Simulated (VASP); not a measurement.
A run of VASP 6.6.1 is set up as follows.

INCAR

```
ALGO = Normal
EDIFF = 1E-7
ENCUT = 520
GGA = PS
ISIF = 2
ISMEAR = 0
LASPH = T
LCHARG = F
LREAL = F
LWAVE = F
NBANDS = 16
NELM = 80
PREC = Accurate
SIGMA = 0.02
```

KPOINTS

```
k-points
0
Gamma
  10 10 10
```

POSCAR

```
ZnSe
1.0
    0.0000000000      2.4058017108      2.4058017108
    2.4058017108      0.0000000000      2.4058017108
    2.4058017108      2.4058017108      0.0000000000
Zn Se
1 1
Direct
    0.0000000000      0.0000000000      0.0000000000
    0.7500000000      0.7500000000      0.7500000000
```

Potentials or basis: VASP PAW PBE potentials, release 64 (Zn, Se).

The run is started by

```console
$ cat potpaw_PBE.64/Zn/POTCAR potpaw_PBE.64/Se/POTCAR > POTCAR
$ mpirun -np 1 vasp_std > vasp.out
```

(1) Predict the pressure.

(2) Predict the band gap on the k mesh.

## Answers

(1) 91.7 GPa.

(2) 1.29 eV, indirect (least direct gap 3.41 eV).

Caveat: the PAW data sets were made with another functional, which shifts forces and pressure a little.
